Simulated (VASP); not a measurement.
# Ga3AsP2 (I-4m2) in VASP: notebook

Runs on Ga3AsP2. Level: PBE. Tasks: single point.

Everything below comes from runs of VASP 6.6.1. Logs are shortened: lines on timing, memory, paths and dates and some standing lists are left out, and cuts for length are marked.

### Step 1. The cell of the first run

The structure is tetragonal, space group I-4m2 (No. 119). Conventional cell: a = 3.834 Å, b = 3.834 Å, c = 16.268 Å, α = 90.00°, β = 90.00°, γ = 90.00°. Ga (site symmetry 2mm) has 2 As at 2.35 Å and 2 P at 2.35 Å within 3.1 Å. Ga (site symmetry -4m2) has 4 P at 2.35 Å within 3.1 Å. P (site symmetry 2mm) has 4 Ga at 2.35 Å within 3.1 Å. Within 3.1 Å of As (site symmetry -4m2) lie 4 Ga at 2.35 Å.

### Step 2. Single point, PBE

Contents of INCAR:

```
SYSTEM = Ga3AsP2
ALGO = Normal
EDIFF = 1E-6
ENCUT = 520
GGA = PE
ISIF = 2
ISMEAR = 0
LASPH = .TRUE.
LCHARG = .FALSE.
LREAL = .FALSE.
LWAVE = .FALSE.
NBANDS = 36
NELM = 80
PREC = Accurate
SIGMA = 0.1
```

Contents of KPOINTS:

```
k-points
0
G
  6 6 6
  0 0 0
```

Contents of POSCAR:

```
Ga3AsP2
1.0
   -1.9171652500      1.9171652500      8.1338432900
    1.9171652500     -1.9171652500      8.1338432900
    1.9171652500      1.9171652500     -8.1338432900
Ga P As
3 2 1
Direct
    0.8333333300      0.8333333300      0.0000000000
    0.5000000000      0.5000000000      0.0000000000
    0.1666666700      0.1666666700      0.0000000000
    0.4166666700      0.9166666700      0.5000000000
    0.0833333300      0.5833333300      0.5000000000
    0.7500000000      0.2500000000      0.5000000000
```

Potentials or basis: VASP PAW PBE potentials, release 64 (Ga_d, P, As).

The run is started by

```bash
cat potpaw_PBE.64/Ga_d/POTCAR potpaw_PBE.64/P/POTCAR potpaw_PBE.64/As/POTCAR > POTCAR
mpirun -np 1 vasp_std > vasp.out
```

OUTCAR:

```text
SYSTEM = Ga3AsP2
   EDIFF = 1E-6
   ENCUT = 520
   GGA = PE
   ISIF = 2
   ISMEAR = 0
   LASPH = .TRUE.
   LREAL = .FALSE.
   NELM = 80
   PREC = Accurate

 ion  position               nearest neighbor table
   1  0.833  0.833  0.000-   6 2.35   6 2.35   4 2.35   4 2.35
   2  0.500  0.500  0.000-   4 2.35   5 2.35   5 2.35   4 2.35
   3  0.167  0.167  0.000-   6 2.35   6 2.35   5 2.35   5 2.35
   4  0.417  0.917  0.500-   2 2.35   2 2.35   1 2.35   1 2.35
   5  0.083  0.583  0.500-   2 2.35   2 2.35   3 2.35   3 2.35
   6  0.750  0.250  0.500-   3 2.35   1 2.35   1 2.35   3 2.35

  LATTYP: Found a body centered tetragonal cell.
 ALAT       =     3.8343305000
 C/A-ratio  =     4.2426406853

  Lattice vectors:

 A1 = (  -1.9171652500,   1.9171652500,   8.1338432900)
 A2 = (   1.9171652500,  -1.9171652500,   8.1338432900)
 A3 = (   1.9171652500,   1.9171652500,  -8.1338432900)

Analysis of symmetry for initial positions (statically):
=====================================================================
 Subroutine PRICEL returns:
 Original cell was already a primitive cell.

 Routine SETGRP: Setting up the symmetry group for a
 body centered tetragonal supercell.

 Subroutine GETGRP returns: Found  8 space group operations
 (whereof  8 operations were pure point group operations)
 out of a pool of 16 trial point group operations.

The static configuration has the point symmetry D_2d.

Analysis of symmetry for dynamics (positions and initial velocities):
=====================================================================
 Subroutine PRICEL returns:
 Original cell was already a primitive cell.

 Routine SETGRP: Setting up the symmetry group for a
 body centered tetragonal supercell.

 Subroutine GETGRP returns: Found  8 space group operations
 (whereof  8 operations were pure point group operations)
 out of a pool of 16 trial point group operations.

The dynamic configuration has the point symmetry D_2d.

 Subroutine INISYM returns: Found  8 space group operations
 (whereof  8 operations are pure point group operations),
 and found     1 'primitive' translations

----------------------------------------------------------------------------------------

                                     Primitive cell

  volume of cell :     119.5845

  direct lattice vectors                    reciprocal lattice vectors
    -1.917165250  1.917165250  8.133843290     0.000000000  0.260801723  0.061471556
     1.917165250 -1.917165250  8.133843290     0.260801723  0.000000000  0.061471556
     1.917165250  1.917165250 -8.133843290     0.260801723  0.260801723  0.000000000

  length of vectors
     8.573823643  8.573823643  8.573823643     0.267948299  0.267948299  0.368829333

  position of ions in fractional coordinates (direct lattice)
     0.833333330  0.833333330  0.000000000
     0.500000000  0.500000000  0.000000000
     0.166666670  0.166666670  0.000000000
     0.416666670  0.916666670  0.500000000
     0.083333330  0.583333330  0.500000000
     0.750000000  0.250000000  0.500000000

  ion indices of the primitive-cell ions
   primitive index   ion index
                 1           1
                 2           2
                 3           3
                 4           4
                 5           5
                 6           6

----------------------------------------------------------------------------------------

 KPOINTS: k-points

Automatic generation of k-mesh.
 Grid dimensions read from file:
 generate k-points for:    6    6    6

 Generating k-lattice:

  Cartesian coordinates                     Fractional coordinates (reciprocal lattice)
     0.000000000  0.043466954  0.010245259     0.166666667  0.000000000 -0.000000000
     0.043466954  0.000000000  0.010245259     0.000000000  0.166666667 -0.000000000
     0.043466954  0.043466954  0.000000000     0.000000000  0.000000000  0.166666667

  Length of vectors
     0.044658050  0.044658050  0.061471556

  Shift w.r.t. Gamma in fractional coordinates (k-lattice)
     0.000000000  0.000000000  0.000000000

 Subroutine IBZKPT returns following result:
 ===========================================

 Found     30 irreducible k-points:

 Following reciprocal coordinates:
            Coordinates               Weight
  0.000000  0.000000  0.000000      1.000000
  0.166667 -0.000000  0.000000      8.000000
  0.333333 -0.000000  0.000000      8.000000
  0.500000 -0.000000  0.000000      4.000000
  0.166667  0.166667  0.000000      8.000000
  0.333333  0.166667  0.000000     16.000000
[... 16 lines left out ...]
 -0.333333 -0.333333  0.166667      8.000000
 -0.166667 -0.333333  0.166667      8.000000
 [... further k-points ...]
   k-points           NKPTS =     30   k-points in BZ     NKDIM =     30   number of bands    NBANDS=     36
   number of dos      NEDOS =    301   number of ions     NIONS =      6
   total plane-waves  NPLWV = 262144
   dimension x,y,z NGX =    64 NGY =   64 NGZ =   64
   dimension x,y,z NGXF=   128 NGYF=  128 NGZF=  128
   ions per type =               3   2   1
   NGX,Y,Z   is equivalent  to a cutoff of  12.41, 12.41, 12.41 a.u.
   NGXF,Y,Z  is equivalent  to a cutoff of  24.82, 24.82, 24.82 a.u.
 SYSTEM =  Ga3AsP2
   PREC   = accura    normal or accurate (medium, high low for compatibility)
   ISTART =      0    job   : 0-new  1-cont  2-samecut
   ICHARG =      2    charge: 1-file 2-atom 10-const
   ISPIN  =      1    spin polarized calculation?
   LNONCOLLINEAR =      F non collinear calculations
   LSORBIT =      F    spin-orbit coupling
   LASPH  =      T    aspherical Exc in radial PAW
   ENCUT  =  520.0 eV  38.22 Ry    6.18 a.u.  15.94 15.94 15.94*2*pi/ulx,y,z
   NELM   =     80;   NELMIN=  2; NELMDL= -5     # of ELM steps
   EDIFF  = 0.1E-05   stopping-criterion for ELM
   LREAL  =      F    real-space projection
[... 7 lines left out ...]
   TEBEG  =    0.0;   TEEND  =   0.0 temperature during run
   PSTRESS=    0.0 pullay stress
   NELECT =      54.0000    total number of electrons
   NUPDOWN=      -1.0000    fix difference up-down
   EMIN   =  10.00;   EMAX   =-10.00  energy-range for DOS
   EFERMI =   0.00;   METHOD = LEGACY
   ISMEAR =     0;   SIGMA  =   0.10  broadening in eV -4-tet -1-fermi 0-gaus
   EFERMI_NEDOS =   21; number of points for ismear=-14 and -15
   IALGO  =     38    algorithm
   IMIX   =      4    mixing-type and parameters
     AMIX     =   0.40;   BMIX     =  1.00
     AMIX_MAG =   1.60;   BMIX_MAG =  1.00
  volume/ion in A,a.u.               =      19.93       134.50
  Fermi-wavevector in a.u.,A,eV,Ry     =   1.255975  2.373449 21.462838  1.577474
  Thomas-Fermi vector in A             =   2.389706
   LORBIT       =      0    0 simple, 1 ext, 2 COOP (PROOUT), +10 PAW based schemes
   GGA     = PE    functional components
   LHFCALC =     F    Hartree Fock is set to
   AEXX    =    0.0000 exact exchange contribution
   IVDW    =     0    specifies the selected vdW correction
   LEPSILON=     F    determine dielectric tensor
   LRPA    =     F    only Hartree local field effects (RPA)
 non-spin polarized calculation
 Gauss-broadening in eV      SIGMA  =   0.10
  energy-cutoff  :      520.00
  volume of cell :      119.58
 maximum number of plane-waves:      3250
   NGX = 31   NGY = 31   NGZ = 31

 number of electron      54.0000002 magnetization

 Free energy of the ion-electron system (eV)
  ---------------------------------------------------
  ext. energy  EPLUGINS =         0.00000000
  ---------------------------------------------------
  free energy    TOTEN  =       -26.14991816 eV

  energy without entropy =      -26.14991816  energy(sigma->0) =      -26.14991816

 E-fermi :   5.4045     XC(G=0):  -9.9898

 val. band max:        4.9404412118   @ k =   0.0000   0.0000   0.0000
 cond. band min:       6.3812227974   @ k =  -0.3333  -0.3333   0.3333
 fundamental gap:      1.4407815857
 Fermi energy:         5.4045453062

 k-point     1 :       0.0000    0.0000    0.0000
  band No.  band energies     occupation
      1      -9.9773      2.00000
      2      -9.9000      2.00000
      3      -9.8367      2.00000
      4      -9.8367      2.00000
      5      -9.7885      2.00000
      6      -9.7885      2.00000
[... 28 lines left out ...]
     35       8.7887      0.00000
     36      13.2380      0.00000

 k-point     2 :       0.1667   -0.0000    0.0000
  band No.  band energies     occupation
      1      -9.9774      2.00000
      2      -9.8937      2.00000
      3      -9.8515      2.00000
      4      -9.8336      2.00000
      5      -9.8060      2.00000
      6      -9.7912      2.00000
[... 28 lines left out ...]
     35       9.8703      0.00000
     36      11.1891      0.00000

 k-point     3 :       0.3333   -0.0000    0.0000
  band No.  band energies     occupation
      1      -9.9839      2.00000
      2      -9.8893      2.00000
      3      -9.8728      2.00000
      4      -9.8280      2.00000
      5      -9.8218      2.00000
      6      -9.7963      2.00000
[... 28 lines left out ...]
     35      10.3411      0.00000
     36      11.1908      0.00000
[... 742 lines left out ...]
 k-point    23 :      -0.3333   -0.3333    0.1667
  band No.  band energies     occupation
      1      -9.9806      2.00000
      2      -9.8824      2.00000
      3      -9.8688      2.00000
      4      -9.8264      2.00000
      5      -9.8067      2.00000
      6      -9.8033      2.00000
[... 28 lines left out ...]
     35      10.5390      0.00000
     36      10.6751      0.00000

 k-point    24 :      -0.1667   -0.3333    0.1667
  band No.  band energies     occupation
      1      -9.9786      2.00000
      2      -9.8883      2.00000
      3      -9.8537      2.00000
      4      -9.8329      2.00000
      5      -9.8065      2.00000
      6      -9.7928      2.00000
[... 28 lines left out ...]
     35      10.0501      0.00000
     36      10.7181      0.00000

 [... further k-points ...]

------------------------ aborting loop because EDIFF is reached ----------------------------------------

  FORCE on cell =-STRESS in cart. coord.  units (eV):
  Direction    XX          YY          ZZ          XY          YZ          ZX
  --------------------------------------------------------------------------------------
  -------------------------------------------------------------------------------------
  Total        5.9996517      5.9996517      5.8312722      0.0000000     -0.0000000      0.0000000
  in kB       80.3825407     80.3825407     78.1266145      0.0000000     -0.0000000      0.0000000
  external PRESSURE =      79.6305653 kB  Pullay stress =       0.0000000 kB

 VOLUME and BASIS-vectors are now :
 -----------------------------------------------------------------------------
  energy-cutoff  :      520.00
  volume of cell :      119.58
      direct lattice vectors                 reciprocal lattice vectors
    -1.917165250  1.917165250  8.133843290     0.000000000  0.260801723  0.061471556
     1.917165250 -1.917165250  8.133843290     0.260801723  0.000000000  0.061471556
     1.917165250  1.917165250 -8.133843290     0.260801723  0.260801723  0.000000000

 POSITION                                       TOTAL-FORCE (eV/Angst)
 -----------------------------------------------------------------------------------
      0.00000      0.00000     13.55641        -0.000000      0.000000      0.931085
      0.00000      0.00000      8.13384         0.000000     -0.000000      0.000000
      0.00000      0.00000      2.71128        -0.000000      0.000000     -0.931085
      1.91717      0.00000      6.77820         0.000000     -0.000000      0.059571
      1.91717      0.00000      1.35564         0.000000     -0.000000     -0.059571
      0.00000      1.91717      4.06692         0.000000     -0.000000      0.000000
 -----------------------------------------------------------------------------------
    total drift:                                0.000002     -0.000002      0.000000

  FREE ENERGIE OF THE ION-ELECTRON SYSTEM (eV)
  ---------------------------------------------------
  free  energy   TOTEN  =       -26.1499181621 eV

  energy  without entropy=      -26.1499181621  energy(sigma->0) =      -26.14991816
```

Wall time 15 min (1 thread of Intel Xeon 8259CL, shared host); peak memory 0.63 GiB.

Results:

```
Free energy            : -26.1499 eV
Pressure               : 8.0 GPa
Largest force          : 0.931 eV/Å
Band gap on the k mesh : 1.44 eV (least direct gap 1.59 eV)
```

Forces in eV/Å, atoms in the order of the input:
```
Ga   0.000  0.000  0.931
Ga   0.000  0.000  0.000
Ga   0.000  0.000 -0.931
P    0.000  0.000  0.060
P    0.000  0.000 -0.060
As   0.000  0.000  0.000
```

Caveat: the cell stands under pressure. A k mesh can miss the band edges.

### Step 3. Single point, PBE

This run uses another cell than the first one, of 21.76 Å³/atom.

Contents of INCAR:

```
SYSTEM = Ga3AsP2
PREC = Accurate ; ENCUT = 520
EDIFF = 1E-6 ; ISMEAR = 0
SIGMA = 0.1 ; LREAL = .False.
LASPH = .True. ; NELM = 60
ALGO = Normal ; ISIF = 2
LWAVE = .False. ; LCHARG = .False.
GGA = PE ; NBANDS = 36
```

Contents of KPOINTS:

```
regular mesh
0
Gamma
  6 6 6
  0 0 0
```

Contents of POSCAR:

```
Ga3AsP2
1.0
   -1.9753145273      1.9753145273      8.3657196340
    1.9753145273     -1.9753145273      8.3657196340
    1.9753145273      1.9753145273     -8.3657196340
Ga P As
3 2 1
Direct
    0.8374542210      0.8374542210      0.0000000000
    0.5000000000      0.5000000000      0.0000000000
    0.1625457790      0.1625457790      0.0000000000
    0.4186945996      0.9186945996      0.5000000000
    0.0813054004      0.5813054004      0.5000000000
    0.7500000000      0.2500000000      0.5000000000
```

Potentials or basis: VASP PAW PBE potentials, release 64 (Ga_d, P, As).

The run is started by

```bash
cat potpaw_PBE.64/Ga_d/POTCAR potpaw_PBE.64/P/POTCAR potpaw_PBE.64/As/POTCAR > POTCAR
mpirun -np 1 vasp_std > vasp.out
```

Run time: 19 min. Hardware: 1 thread of Intel Xeon 8259CL, shared host; peak memory 0.75 GiB.

It converged, with:

* Free energy: -26.4654 eV
* Pressure: 0.1 GPa
* Largest force: 0.017 eV/Å
* Band gap on the k mesh: 1.05 eV

Forces on the atoms (eV/Å):
```
Ga   0.000  0.000  0.017
Ga   0.000  0.000  0.000
Ga   0.000  0.000 -0.017
P    0.000  0.000  0.000
P    0.000  0.000  0.000
As   0.000  0.000  0.000
```

Levels at points of the mesh, in eV from the valence-band top:
| k point | band 25 | band 26 | band 27 | band 28 | band 29 | band 30 |
| --- | --- | --- | --- | --- | --- | --- |
| (0.00, 0.00, 0.00) | -0.04 | 0.00 | 0.00 | 1.05 | 1.58 | 1.75 |
| (0.50, 0.00, 0.00) | -1.34 | -1.10 | -0.75 | 1.29 | 2.53 | 2.77 |
| (0.50, 0.50, 0.00) | -3.12 | -2.58 | -2.57 | 1.61 | 1.76 | 3.41 |
| (0.50, 0.50, 0.50) | -1.16 | -0.78 | -0.78 | 1.61 | 1.67 | 2.43 |

A k mesh can miss the band edges.
